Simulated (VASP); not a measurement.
# AlN (sol) (P6_3mc) in VASP: further runs

Runs on AlN (sol). Level: PBEsol. Tasks: single point.

Program: VASP 6.6.1. These are calculated values, not measurements. Logs are shortened: lines on timing, memory, paths and dates and some standing lists are left out, and cuts for length are marked.

## 1. The cell of the first run

It takes space group P6_3mc (No. 186, hexagonal). The conventional cell has a = 3.145 Å, b = 3.145 Å, c = 4.954 Å, α = 90.00°, β = 90.00°, γ = 120.00°. Al (site symmetry 3m) has 4 N at 1.90 to 1.91 Å within 2.5 Å. Within 2.5 Å of N (site symmetry 3m) lie 4 Al at 1.90 to 1.91 Å.

## 2. Single point, PBEsol (strained cell)

Input file INCAR:

```
SYSTEM = AlN
PREC = Accurate ; ENCUT = 600
EDIFF = 1E-6 ; ISMEAR = 0
SIGMA = 0.02 ; LREAL = .False.
LASPH = .True. ; NELM = 120
ALGO = Normal ; ISIF = 2
LWAVE = .False. ; LCHARG = .True.
GGA = PS ; LELF = .True.
LVHAR = .True. ; NBANDS = 16
GGA_COMPAT = .False.
```

Input file KPOINTS:

```
Automatic mesh
0
Gamma
  9 9 4
  0 0 0
```

Input file POSCAR:

```
AlN
1.0
    3.1449155735      0.0000000000      0.0000000000
   -1.5724577868      2.7235767794      0.0000000000
    0.0000000000      0.0000000000      4.9535078661
Al N
2 2
Direct
    0.3333333333      0.6666666667     -0.0014782276
    0.6666666667      0.3333333333      0.4985217724
    0.3333333333      0.6666666667      0.3834782276
    0.6666666667      0.3333333333      0.8834782276
```

Potentials or basis: VASP PAW PBE potentials, release 64 (Al, N).

Started as:

```bash
cat potpaw_PBE.64/Al/POTCAR potpaw_PBE.64/N/POTCAR > POTCAR
mpirun -np 1 vasp_std > vasp.out
```

OUTCAR:

```text
SYSTEM = AlN
   PREC = Accurate
   ENCUT = 600
   EDIFF = 1E-6
   ISMEAR = 0
   LREAL = .False.
   LASPH = .True.
   NELM = 120
   ISIF = 2
   GGA = PS

 ion  position               nearest neighbor table
   1  0.333  0.667  0.999-   4 1.90   4 1.90   4 1.90   3 1.91   2 3.07   2 3.07   2 3.07   2 3.07
                             2 3.07   2 3.07
   2  0.667  0.333  0.499-   3 1.90   3 1.90   3 1.90   4 1.91   1 3.07   1 3.07   1 3.07   1 3.07
                             1 3.07   1 3.07
   3  0.333  0.667  0.383-   2 1.90   2 1.90   2 1.90   1 1.91
   4  0.667  0.333  0.883-   1 1.90   1 1.90   1 1.90   2 1.91

  LATTYP: Found a hexagonal cell.
 ALAT       =     3.1449155735
 C/A-ratio  =     1.5750845294

  Lattice vectors:

 A1 = (   3.1449155735,   0.0000000000,   0.0000000000)
 A2 = (  -1.5724577868,   2.7235767794,   0.0000000000)
 A3 = (   0.0000000000,   0.0000000000,   4.9535078661)

Analysis of symmetry for initial positions (statically):
=====================================================================
 Subroutine PRICEL returns:
 Original cell was already a primitive cell.

 Routine SETGRP: Setting up the symmetry group for a
 hexagonal supercell.

 Subroutine GETGRP returns: Found 12 space group operations
 (whereof  6 operations were pure point group operations)
 out of a pool of 24 trial point group operations.

The static configuration has the point symmetry C_3v.
 The point group associated with its full space group is C_6v.

Analysis of symmetry for dynamics (positions and initial velocities):
=====================================================================
 Subroutine PRICEL returns:
 Original cell was already a primitive cell.

 Routine SETGRP: Setting up the symmetry group for a
 hexagonal supercell.

 Subroutine GETGRP returns: Found 12 space group operations
 (whereof  6 operations were pure point group operations)
 out of a pool of 24 trial point group operations.

The dynamic configuration has the point symmetry C_3v.
 The point group associated with its full space group is C_6v.

 Subroutine INISYM returns: Found 12 space group operations
 (whereof  6 operations are pure point group operations),
 and found     1 'primitive' translations

----------------------------------------------------------------------------------------

                                     Primitive cell

  volume of cell :      42.4289

  direct lattice vectors                    reciprocal lattice vectors
     3.144915574  0.000000000  0.000000000     0.317973560  0.183582120  0.000000000
    -1.572457787  2.723576779  0.000000000     0.000000000  0.367164241  0.000000000
     0.000000000  0.000000000  4.953507866     0.000000000  0.000000000  0.201877140
[... 90 lines left out ...]
   EDIFFG = 0.1E-04   stopping-criterion for IOM
   NSW    =      0    number of steps for IOM
   IBRION =     -1    ionic relax: 0-MD 1-quasi-New 2-CG
   NFREE  =      0    steps in history (QN), initial steepest desc. (CG)
   ISIF   =      2    stress and relaxation
   ISYM   =      2    0-nonsym 1-usesym 2-fastsym
   POTIM  = 0.5000    time-step for ionic-motion
   TEBEG  =    0.0;   TEEND  =   0.0 temperature during run
   PSTRESS=    0.0 pullay stress
   NELECT =      16.0000    total number of electrons
   NUPDOWN=      -1.0000    fix difference up-down
   EMIN   =  10.00;   EMAX   =-10.00  energy-range for DOS
   EFERMI =   0.00;   METHOD = LEGACY
   ISMEAR =     0;   SIGMA  =   0.02  broadening in eV -4-tet -1-fermi 0-gaus
   EFERMI_NEDOS =   21; number of points for ismear=-14 and -15
   IALGO  =     38    algorithm
   IMIX   =      4    mixing-type and parameters
     AMIX     =   0.40;   BMIX     =  1.00
     AMIX_MAG =   1.60;   BMIX_MAG =  1.00
  volume/ion in A,a.u.               =      10.61        71.58
  Fermi-wavevector in a.u.,A,eV,Ry     =   1.182754  2.235081 19.033278  1.398906
  Thomas-Fermi vector in A             =   2.319002
   LORBIT       =      0    0 simple, 1 ext, 2 COOP (PROOUT), +10 PAW based schemes
   GGA     = PS    functional components
   LHFCALC =     F    Hartree Fock is set to
   AEXX    =    0.0000 exact exchange contribution
   IVDW    =     0    specifies the selected vdW correction
   LEPSILON=     F    determine dielectric tensor
   LRPA    =     F    only Hartree local field effects (RPA)
 non-spin polarized calculation
 Gauss-broadening in eV      SIGMA  =   0.02
  energy-cutoff  :      600.00
  volume of cell :       42.43
 maximum number of plane-waves:      1434
 NGX is ok and might be reduce to    28
   NGX = 13   NGY = 13   NGZ = 19

 number of electron      16.0000000 magnetization

 Free energy of the ion-electron system (eV)
  ---------------------------------------------------
  ext. energy  EPLUGINS =         0.00000000
  ---------------------------------------------------
  free energy    TOTEN  =       -31.30439439 eV

  energy without entropy =      -31.30439439  energy(sigma->0) =      -31.30439439

 E-fermi :   6.1308     XC(G=0): -11.0389

 val. band max:        6.0162480883   @ k =   0.0000   0.0000   0.0000
 cond. band min:       9.9213050061   @ k =   0.0000   0.0000   0.0000
 fundamental gap:      3.9050569178
 Fermi energy:         6.1307740271

 k-point     1 :       0.0000    0.0000    0.0000
  band No.  band energies     occupation
      1      -9.1607      2.00000
      2      -6.9569      2.00000
      3      -0.0097      2.00000
      4       4.9673      2.00000
      5       4.9673      2.00000
      6       5.6645      2.00000
[... 433 lines left out ...]
      3       1.3295      2.00000
      4       1.4486      2.00000
      5       1.4486      2.00000
      6       3.0017      2.00000
[... 8 lines left out ...]
     15      18.6810      0.00000
     16      20.9530      0.00000

 [... further k-points ...]
[... 5 lines left out ...]
  --------------------------------------------------------------------------------------
  -------------------------------------------------------------------------------------
  Total       -1.2111195     -1.2111195     -0.0666888      0.0000000      0.0000000      0.0000000
  in kB      -45.7336756    -45.7336756     -2.5182673      0.0000000      0.0000000      0.0000000
  external PRESSURE =     -31.3285395 kB  Pullay stress =       0.0000000 kB

 VOLUME and BASIS-vectors are now :
 -----------------------------------------------------------------------------
  energy-cutoff  :      600.00
  volume of cell :       42.43
      direct lattice vectors                 reciprocal lattice vectors
     3.144915574  0.000000000  0.000000000     0.317973560  0.183582120  0.000000000
    -1.572457787  2.723576779  0.000000000     0.000000000  0.367164241  0.000000000
     0.000000000  0.000000000  4.953507866     0.000000000  0.000000000  0.201877140

 POSITION                                       TOTAL-FORCE (eV/Angst)
 -----------------------------------------------------------------------------------
     -0.00000      1.81572      4.94619        -0.000000      0.000000     -0.001260
      1.57246      0.90786      2.46943        -0.000000     -0.000000     -0.001260
     -0.00000      1.81572      1.89956         0.000000     -0.000000      0.001260
      1.57246      0.90786      4.37632        -0.000000      0.000000      0.001260
 -----------------------------------------------------------------------------------
    total drift:                               -0.000000      0.000000     -0.000143

  FREE ENERGIE OF THE ION-ELECTRON SYSTEM (eV)
  ---------------------------------------------------
  free  energy   TOTEN  =       -31.3043943892 eV

  energy  without entropy=      -31.3043943892  energy(sigma->0) =      -31.30439439
```

OSZICAR:

```text
N       E                     dE             d eps       ncg     rms          rms(c)
DAV:   1     0.476850980465E+02    0.47685E+02   -0.79178E+03  1152   0.100E+03
DAV:   2    -0.314598938696E+02   -0.79145E+02   -0.71105E+02  1560   0.208E+02
DAV:   3    -0.356663476408E+02   -0.42065E+01   -0.41911E+01  1520   0.509E+01
DAV:   4    -0.356932691452E+02   -0.26922E-01   -0.26920E-01  1408   0.433E+00
DAV:   5    -0.356936142431E+02   -0.34510E-03   -0.34510E-03  1504   0.491E-01    0.116E+01
DAV:   6    -0.313502826545E+02    0.43433E+01   -0.94964E+00  1432   0.233E+01    0.410E+00
DAV:   7    -0.313419178234E+02    0.83648E-02   -0.63911E-01  1216   0.563E+00    0.285E+00
DAV:   8    -0.313092036763E+02    0.32714E-01   -0.74631E-02  1336   0.246E+00    0.610E-01
DAV:   9    -0.313041026473E+02    0.51010E-02   -0.12764E-02  1512   0.884E-01    0.252E-01
DAV:  10    -0.313044849732E+02   -0.38233E-03   -0.15627E-03  1264   0.259E-01    0.159E-01
DAV:  11    -0.313043948511E+02    0.90122E-04   -0.14680E-04  1432   0.930E-02    0.339E-02
DAV:  12    -0.313043943892E+02    0.46192E-06   -0.66674E-06  1320   0.219E-02
   1 F= -.31304394E+02 E0= -.31304394E+02  d E =-.200072E-18
```

stdout:

```text
POSCAR found type information on POSCAR AlN
 POSCAR found :  2 types and       4 ions
 scaLAPACK will be used
 -----------------------------------------------------------------------------
|                                                                             |
|                                                                             |
|     You enforced a specific xc type in the INCAR file but a different       |
|     I HOPE YOU KNOW WHAT YOU ARE DOING!                                     |
|                                                                             |
 -----------------------------------------------------------------------------

 LDA part: xc-table for (Slater+PW92), standard interpolation
 POSCAR, INCAR and KPOINTS ok, starting setup
 FFT: planning ... GRIDC
 FFT: planning ... GRID_SOFT
 FFT: planning ... GRID
 WAVECAR not read
 entering main loop
```

Run time: 25 s. Hardware: 1 thread of Intel Xeon Platinum 8259CL at 2.50GHz (Skylake/Cascade Lake), shared host; peak memory 0.18 GiB.

What came out:

```yaml
Free_energy: -31.3044 eV
Pressure: -3.1 GPa
Band_gap_on_the_k_mesh: 3.91 eV, direct
```

Stress tensor (GPa, compression positive):
```
-4.57  0.00  0.00
 0.00 -4.57  0.00
 0.00  0.00 -0.25
```

Caveat: the cell differs from its parent crystal (strained cell); the PAW data sets were made with another functional, which shifts forces and pressure a little.

## 3. Single point, PBEsol (strained cell)

Input file INCAR:

```
  PREC = Accurate
  ENCUT = 600
  EDIFF = 1E-6
  ISMEAR = 0
  SIGMA = 0.02
  LREAL = F
  LASPH = T
  NELM = 120
  ALGO = Normal
  ISIF = 2
  LWAVE = F
  LCHARG = F
  GGA = PS
  NBANDS = 16
  GGA_COMPAT = F
```

Input file KPOINTS:

```
Automatic mesh
0
Gamma
  9 9 4
```

Input file POSCAR:

```
AlN
1.0
    3.1449155735      0.0000000000      0.0000000000
   -1.5724577868      2.7235767794      0.0000000000
    0.0000000000      0.0000000000      4.9512498786
Al N
2 2
Direct
    0.3333333333      0.6666666667     -0.0015224502
    0.6666666667      0.3333333333      0.4984775498
    0.3333333333      0.6666666667      0.3835224502
    0.6666666667      0.3333333333      0.8835224502
```

Potentials or basis: VASP PAW PBE potentials, release 64 (Al, N).

Started as:

```bash
cat potpaw_PBE.64/Al/POTCAR potpaw_PBE.64/N/POTCAR > POTCAR
mpirun -np 1 vasp_std > vasp.out
```

OUTCAR:

```text
PREC = Accurate
   ENCUT = 600
   EDIFF = 1E-6
   ISMEAR = 0
   LREAL = F
   LASPH = T
   NELM = 120
   ISIF = 2
   GGA = PS

 ion  position               nearest neighbor table
   1  0.333  0.667  0.998-   4 1.90   4 1.90   4 1.90   3 1.91   2 3.07   2 3.07   2 3.07   2 3.07
                             2 3.07   2 3.07
   2  0.667  0.333  0.498-   3 1.90   3 1.90   3 1.90   4 1.91   1 3.07   1 3.07   1 3.07   1 3.07
                             1 3.07   1 3.07
   3  0.333  0.667  0.384-   2 1.90   2 1.90   2 1.90   1 1.91
   4  0.667  0.333  0.884-   1 1.90   1 1.90   1 1.90   2 1.91

  LATTYP: Found a hexagonal cell.
 ALAT       =     3.1449155735
 C/A-ratio  =     1.5743665491

  Lattice vectors:

 A1 = (   3.1449155735,   0.0000000000,   0.0000000000)
 A2 = (  -1.5724577868,   2.7235767794,   0.0000000000)
 A3 = (   0.0000000000,   0.0000000000,   4.9512498786)

Analysis of symmetry for initial positions (statically):
=====================================================================
 Subroutine PRICEL returns:
 Original cell was already a primitive cell.

[... 172 lines left out ...]
  free energy    TOTEN  =       -31.30437818 eV

  energy without entropy =      -31.30437818  energy(sigma->0) =      -31.30437818

 E-fermi :   6.1355     XC(G=0): -11.0409

 val. band max:        6.0234091165   @ k =   0.0000   0.0000   0.0000
 cond. band min:       9.9298189682   @ k =   0.0000   0.0000   0.0000
 fundamental gap:      3.9064098517
 Fermi energy:         6.1354718541

 k-point     1 :       0.0000    0.0000    0.0000
  band No.  band energies     occupation
      1      -9.1591      2.00000
      2      -6.9519      2.00000
      3      -0.0057      2.00000
      4       4.9692      2.00000
      5       4.9692      2.00000
      6       5.6678      2.00000
[... 433 lines left out ...]
      3       1.3314      2.00000
      4       1.4513      2.00000
      5       1.4513      2.00000
      6       3.0059      2.00000
[... 8 lines left out ...]
     15      18.6861      0.00000
     16      20.9607      0.00000

 [... further k-points ...]
[... 5 lines left out ...]
  --------------------------------------------------------------------------------------
  -------------------------------------------------------------------------------------
  Total       -1.1988290     -1.1988290     -0.0260409      0.0000000      0.0000000      0.0000000
  in kB      -45.2902147    -45.2902147     -0.9837919      0.0000000      0.0000000      0.0000000
  external PRESSURE =     -30.5214071 kB  Pullay stress =       0.0000000 kB

 VOLUME and BASIS-vectors are now :
 -----------------------------------------------------------------------------
  energy-cutoff  :      600.00
  volume of cell :       42.41
      direct lattice vectors                 reciprocal lattice vectors
     3.144915574  0.000000000  0.000000000     0.317973560  0.183582120  0.000000000
    -1.572457787  2.723576779  0.000000000     0.000000000  0.367164241  0.000000000
     0.000000000  0.000000000  4.951249879     0.000000000  0.000000000  0.201969205

 POSITION                                       TOTAL-FORCE (eV/Angst)
 -----------------------------------------------------------------------------------
     -0.00000      1.81572      4.94371         0.000000      0.000000     -0.001855
      1.57246      0.90786      2.46809         0.000000      0.000000     -0.001855
     -0.00000      1.81572      1.89892         0.000000      0.000000      0.001855
      1.57246      0.90786      4.37454        -0.000000     -0.000000      0.001855
 -----------------------------------------------------------------------------------
    total drift:                               -0.000000      0.000000     -0.000180

  FREE ENERGIE OF THE ION-ELECTRON SYSTEM (eV)
  ---------------------------------------------------
  free  energy   TOTEN  =       -31.3043781772 eV

  energy  without entropy=      -31.3043781772  energy(sigma->0) =      -31.30437818
```

OSZICAR:

```text
N       E                     dE             d eps       ncg     rms          rms(c)
DAV:   1     0.466679183686E+02    0.46668E+02   -0.79574E+03  1152   0.100E+03
DAV:   2    -0.316633689224E+02   -0.78331E+02   -0.71332E+02  1600   0.209E+02
DAV:   3    -0.356694722857E+02   -0.40061E+01   -0.39923E+01  1464   0.487E+01
DAV:   4    -0.356948880328E+02   -0.25416E-01   -0.25413E-01  1432   0.423E+00
DAV:   5    -0.356952123951E+02   -0.32436E-03   -0.32436E-03  1496   0.470E-01    0.116E+01
DAV:   6    -0.313501091663E+02    0.43451E+01   -0.94941E+00  1448   0.233E+01    0.410E+00
DAV:   7    -0.313419057115E+02    0.82035E-02   -0.64252E-01  1224   0.563E+00    0.285E+00
DAV:   8    -0.313092550056E+02    0.32651E-01   -0.75123E-02  1312   0.247E+00    0.613E-01
DAV:   9    -0.313040857144E+02    0.51693E-02   -0.12937E-02  1528   0.891E-01    0.252E-01
DAV:  10    -0.313044694077E+02   -0.38369E-03   -0.15795E-03  1280   0.261E-01    0.160E-01
DAV:  11    -0.313043786537E+02    0.90754E-04   -0.14756E-04  1408   0.933E-02    0.340E-02
DAV:  12    -0.313043781772E+02    0.47656E-06   -0.66805E-06  1344   0.219E-02
   1 F= -.31304378E+02 E0= -.31304378E+02  d E =-.807556E-18
```

stdout:

```text
POSCAR found type information on POSCAR AlN
 POSCAR found :  2 types and       4 ions
 scaLAPACK will be used
 -----------------------------------------------------------------------------
|                                                                             |
|                                                                             |
|     You enforced a specific xc type in the INCAR file but a different       |
|     I HOPE YOU KNOW WHAT YOU ARE DOING!                                     |
|                                                                             |
 -----------------------------------------------------------------------------

 LDA part: xc-table for (Slater+PW92), standard interpolation
 POSCAR, INCAR and KPOINTS ok, starting setup
 FFT: planning ... GRIDC
 FFT: planning ... GRID_SOFT
 FFT: planning ... GRID
 WAVECAR not read
 entering main loop
```

Wall time 22 s (1 thread of Intel Xeon Platinum 8259CL at 2.50GHz (Skylake/Cascade Lake), shared host); peak memory 0.18 GiB.

What came out:

- Free energy: -31.3044 eV
- Pressure: -3.1 GPa
- Band gap on the k mesh: 3.91 eV, direct

Stress tensor (GPa, compression positive):
```
-4.53  0.00  0.00
 0.00 -4.53  0.00
 0.00  0.00 -0.10
```

Caveat: the cell differs from its parent crystal (strained cell); the PAW data sets were made with another functional, which shifts forces and pressure a little.

## 4. Single point, PBEsol (strained cell)

Input file INCAR:

```
PREC = Accurate
ENCUT = 600
EDIFF = 1E-6
ISMEAR = 0
SIGMA = 0.02
LREAL = F
LASPH = T
NELM = 120
ALGO = Normal
ISIF = 2
LWAVE = F
LCHARG = F
GGA = PS
NBANDS = 16
GGA_COMPAT = F
```

Input file KPOINTS:

```
regular mesh
0
Gamma
  9 9 4
```

Input file POSCAR:

```
AlN
1.0
    3.1449155735      0.0000000000      0.0000000000
   -1.5724577868      2.7235767794      0.0000000000
    0.0000000000      0.0000000000      4.9525023395
Al N
2 2
Direct
    0.3333333333      0.6666666667     -0.0014953288
    0.6666666667      0.3333333333      0.4985046712
    0.3333333333      0.6666666667      0.3834953288
    0.6666666667      0.3333333333      0.8834953288
```

Started as:

```bash
cat potpaw_PBE.64/Al/POTCAR potpaw_PBE.64/N/POTCAR > POTCAR
mpirun -np 1 vasp_std > vasp.out
```

Wall time 22 s (1 thread of Intel Xeon Platinum 8259CL at 2.50GHz (Skylake/Cascade Lake), shared host); peak memory 0.18 GiB.

Results (log left out):

| Property | Result |
| --- | --- |
| Free energy | -31.3044 eV |
| Pressure | -3.1 GPa |
| Band gap on the k mesh | 3.91 eV, direct |

Stress tensor (GPa, compression positive):
```
-4.55  0.00  0.00
 0.00 -4.55  0.00
 0.00  0.00 -0.18
```

Levels at points of the mesh, in eV from the valence-band top:
```tsv
k point	band 6	band 7	band 8	band 9	band 10	band 11
(0.00, 0.00, 0.00)	-0.35	-0.35	0.00	3.91	6.19	10.40
(0.00, 0.00, 0.50)	-0.71	-0.71	-0.71	6.11	6.11	10.06
```

Caveat: the cell differs from its parent crystal (strained cell); the PAW data sets were made with another functional, which shifts forces and pressure a little.

## 5. Summary

| cell | gap on the mesh (eV) | pressure (GPa) |
| --- | --- | --- |
| a = 3.145, b = 3.145, c = 4.954 Å, angles 90.0, 90.0, 120.0°, 4 atoms | 3.91 | -3.1 |
| a = 3.145, b = 3.145, c = 4.951 Å, angles 90.0, 90.0, 120.0°, 4 atoms | 3.91 | -3.1 |
| a = 3.145, b = 3.145, c = 4.953 Å, angles 90.0, 90.0, 120.0°, 4 atoms | 3.91 | -3.1 |

Alike in all rows: task single point; level PBEsol; potentials or basis VASP PAW PBE potentials, release 64 (Al, N); no spin polarisation; k mesh 9 × 9 × 4; cutoff (eV) 600; smearing gaussian 0.02 eV.

Caveats: the PAW data sets were made with another functional, which shifts forces and pressure a little.

Total energies depend on the potentials used, so only differences within one code and one set of settings carry meaning.
